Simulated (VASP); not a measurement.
# CdS (F-43m) in VASP: vibrations by perturbation theory with PBE

Aim: the vibrations by perturbation theory of CdS with PBE.

Program: VASP 6.6.1. These are calculated values, not measurements. Logs are shortened: lines on timing, memory, paths and dates and some standing lists are left out, and cuts for length are marked.

## Step 1: The cell of the first run

It takes space group F-43m (No. 216, cubic). The conventional cell has a = 5.927 Å, b = 5.927 Å, c = 5.927 Å, α = 90.00°, β = 90.00°, γ = 90.00°. Cd (site symmetry -43m) has 4 S at 2.57 Å within 3.4 Å. S (site symmetry -43m) has 4 Cd at 2.57 Å within 3.4 Å.

## Step 2: Vibrations by perturbation theory, PBE

INCAR

```
SYSTEM = CdS
  PREC = Accurate
  ENCUT = 500
  EDIFF = 1E-8
  ISMEAR = 0
  SIGMA = 0.01
  LREAL = .False.
  LASPH = .True.
  NELM = 120
  ALGO = Normal
  ISIF = 2
  LWAVE = .False.
  LCHARG = .False.
  GGA = PE
  IBRION = 8
  NSW = 1
  LEPSILON = .True.
  GGA_COMPAT = .False.
```

KPOINTS

```
Automatic mesh
0
Gamma
  8 8 8
  0 0 0
```

POSCAR

```
CdS
1.0
    0.0000000000      2.9634000000      2.9634000000
    2.9634000000      0.0000000000      2.9634000000
    2.9634000000      2.9634000000      0.0000000000
Cd S
1 1
Direct
    0.0000000000      0.0000000000      0.0000000000
    0.2500000000      0.2500000000      0.2500000000
```

Potentials or basis: VASP PAW PBE potentials, release 64 (Cd, S).

Run with:

```sh
$ cat potpaw_PBE.64/Cd/POTCAR potpaw_PBE.64/S/POTCAR > POTCAR
$ mpirun -np 1 vasp_std > vasp.out
```

OUTCAR:

```text
SYSTEM = CdS
   PREC = Accurate
   ENCUT = 500
   EDIFF = 1E-8
   ISMEAR = 0
   LREAL = .False.
   LASPH = .True.
   NELM = 120
   ISIF = 2
   GGA = PE
   IBRION = 8
   NSW = 1
   LEPSILON = .True.

 ion  position               nearest neighbor table
   1  0.000  0.000  0.000-   2 2.57   2 2.57   2 2.57   2 2.57
   2  0.250  0.250  0.250-   1 2.57   1 2.57   1 2.57   1 2.57

  LATTYP: Found a face centered cubic cell.
 ALAT       =     5.9268000000

  Lattice vectors:

 A1 = (   0.0000000000,   2.9634000000,   2.9634000000)
 A2 = (   2.9634000000,   0.0000000000,   2.9634000000)
 A3 = (   2.9634000000,   2.9634000000,   0.0000000000)

Analysis of symmetry for initial positions (statically):
=====================================================================
 Subroutine PRICEL returns:
 Original cell was already a primitive cell.

 Routine SETGRP: Setting up the symmetry group for a
 face centered cubic supercell.

 Subroutine GETGRP returns: Found 24 space group operations
 (whereof 24 operations were pure point group operations)
 out of a pool of 48 trial point group operations.

The static configuration has the point symmetry T_d .

Analysis of symmetry for dynamics (positions and initial velocities):
=====================================================================
 Subroutine PRICEL returns:
 Original cell was already a primitive cell.

 Routine SETGRP: Setting up the symmetry group for a
 face centered cubic supercell.

 Subroutine GETGRP returns: Found 24 space group operations
 (whereof 24 operations were pure point group operations)
 out of a pool of 48 trial point group operations.

The dynamic configuration has the point symmetry T_d .

 Subroutine INISYM returns: Found 24 space group operations
 (whereof 24 operations are pure point group operations),
 and found     1 'primitive' translations

[... 616 lines left out ...]
     0.00000 -5.34909 -0.00256

 MACROSCOPIC STATIC DIELECTRIC TENSOR (including local field effects in DFT)
 ------------------------------------------------------
           6.696440     0.000000    -0.000000
           0.000000     6.696440    -0.000000
          -0.000000     0.000000     6.696440
 ------------------------------------------------------

 PIEZOELECTRIC TENSOR (including local field effects)  for field in x, y, z        (e  Angst)
          XX          YY          ZZ          XY          YZ          ZX
  --------------------------------------------------------------------------------
  x    -0.00000     0.00000     0.00000     0.00000    -2.12737     0.00000
  y     0.00000    -0.00000     0.00000     0.00000     0.00000    -2.12737
  z     0.00000     0.00000     0.00000    -2.12737     0.00000     0.00000

 PIEZOELECTRIC TENSOR (including local field effects)  for field in x, y, z        (C/m^2)
          XX          YY          ZZ          XY          YZ          ZX
  --------------------------------------------------------------------------------
  x    -0.00000     0.00000     0.00000     0.00000    -0.65487     0.00000
  y     0.00000    -0.00000     0.00000     0.00000     0.00000    -0.65487
  z     0.00000     0.00000     0.00000    -0.65487     0.00000     0.00000

 BORN EFFECTIVE CHARGES (including local field effects) (in |e|, cummulative output)
 ---------------------------------------------------------------------------------
 ion    1
    1     2.26393    -0.00000    -0.00000
    2     0.00000     2.26393     0.00000
    3    -0.00000    -0.00000     2.26393
 ion    2
    1    -2.26393     0.00000     0.00000
    2    -0.00000    -2.26393    -0.00000
    3     0.00000     0.00000    -2.26393

 INTERNAL STRAIN TENSOR FOR ION    2 for displacements in x,y,z  (eV/Angst):
          X           Y           Z          XY          YZ          ZX
  --------------------------------------------------------------------------------
  x    -0.00000    -0.00000    -0.00000     0.00000    -5.34909     0.00000
  y    -0.00000     0.00000    -0.00000     0.00000     0.00000    -5.34909
  z    -0.00000    -0.00000    -0.00000    -5.34909     0.00000     0.00000

 SECOND DERIVATIVES (NOT SYMMETRIZED)
 ------------------------------------
               1X          1Y          1Z          2X          2Y          2Z
  1X    -4.410756    0.000000    0.000000    4.410756    0.000000    0.000000
  1Y     0.000000   -4.410756    0.000000    0.000000    4.410756    0.000000
  1Z     0.000000    0.000000   -4.410756    0.000000    0.000000    4.410756
  2X     4.394832    0.000000    0.000000   -4.394832    0.000000    0.000000
  2Y     0.000000    4.394832    0.000000    0.000000   -4.394832    0.000000
  2Z     0.000000    0.000000    4.394832    0.000000    0.000000   -4.394832

 Eigenvectors and eigenvalues of the dynamical matrix
 ----------------------------------------------------

   1 f  =    6.564008 THz    41.242879 2PiTHz  218.951740 cm-1    27.146544 meV
             X         Y         Z           dx          dy          dz
      0.000000  0.000000  0.000000     0.000000    0.471774    0.000000
      1.481700  1.481700  1.481700     0.000000   -0.881719    0.000000
[... 21 lines left out ...]
   6 f/i=    0.004938 THz     0.031025 2PiTHz    0.164705 cm-1     0.020421 meV
             X         Y         Z           dx          dy          dz
      0.000000  0.000000  0.000000     0.000000    0.000000    0.881719
      1.481700  1.481700  1.481700     0.000000    0.000000    0.471774

--------------------------------------------------------------------------------------------------------

 MACROSCOPIC STATIC DIELECTRIC TENSOR IONIC CONTRIBUTION
 ------------------------------------------------------
           4.047280    -0.000000    -0.000000
          -0.000000     4.047280    -0.000000
          -0.000000    -0.000000     4.047280
 ------------------------------------------------------

 ELASTIC MODULI CONTR FROM IONIC RELAXATION (kBar)
 Direction    XX          YY          ZZ          XY          YZ          ZX
 --------------------------------------------------------------------------------
 XX          -0.0000      0.0000     -0.0000      0.0000     -0.0000      0.0000
 YY           0.0000     -0.0000      0.0000      0.0000      0.0000      0.0000
 ZZ          -0.0000      0.0000     -0.0000     -0.0000     -0.0000     -0.0000
 XY           0.0000      0.0000     -0.0000   -203.7038      0.0000      0.0000
 YZ          -0.0000      0.0000     -0.0000      0.0000   -203.7038      0.0000
 ZX           0.0000      0.0000     -0.0000      0.0000      0.0000   -203.7038
 --------------------------------------------------------------------------------

 PIEZOELECTRIC TENSOR IONIC CONTR  for field in x, y, z        (C/m^2)
          XX          YY          ZZ          XY          YZ          ZX
  --------------------------------------------------------------------------------
  x     0.00000    -0.00000     0.00000    -0.00000     0.85438    -0.00000
  y    -0.00000    -0.00000     0.00000    -0.00000    -0.00000     0.85438
  z    -0.00000    -0.00000     0.00000     0.85438    -0.00000    -0.00000
```

stdout:

```text
POSCAR found type information on POSCAR CdS
 POSCAR found :  2 types and       2 ions
 scaLAPACK will be used
 LDA part: xc-table for (Slater+PW92), standard interpolation
 POSCAR, INCAR and KPOINTS ok, starting setup
 FFT: planning ... GRIDC
 FFT: planning ... GRID_SOFT
 FFT: planning ... GRID
 WAVECAR not read
 entering main loop
[... 23 lines left out ...]
  Direction:   3
 dielectric tensor                  component  3 :     0.889     0.800     6.696
 Linear response DOF=           2
 Linear response progress:
 first order change of Fermi-energy   0.36273E+00
 force on displaced ion       1 direction 1 :  -4.411   0.000   0.000
 Born effective charge ion    1 direction 1 :   2.253   0.000   0.000
 Linear response progress:
 first order change of Fermi-energy  -0.36242E+00
 force on displaced ion       2 direction 1 :  -4.395   0.000   0.000
 Born effective charge ion    2 direction 1 :  -2.275   0.000   0.000
 Born effective charges drift removed
 Linear response finished
```

Wall time 4.6 min (1 thread of Intel Xeon Platinum 8488C (Sapphire Rapids), shared host); peak memory 0.32 GiB.

Results:

```yaml
Electronic_dielectric_tensor_diagonal: 6.70
Born_charges_mean_of_the_diagonal: Cd +2.26; S -2.26 e
Highest_phonon_frequency_at_Γ_LO-TO_splitting_left_out: 219 cm⁻¹
```

Phonon frequencies in cm⁻¹ (negative: imaginary):
```
              q point        frequencies
(0.000, 0.000, 0.000)  0 0 0 219 219 219
```

Electronic dielectric tensor:
```
6.70 0.00 0.00
0.00 6.70 0.00
0.00 0.00 6.70
```

Born effective charge tensors (e):
atom 1, Cd
```
2.26 0.00 0.00
0.00 2.26 0.00
0.00 0.00 2.26
```
atom 2, S
```
-2.26  0.00  0.00
 0.00 -2.26  0.00
 0.00  0.00 -2.26
```
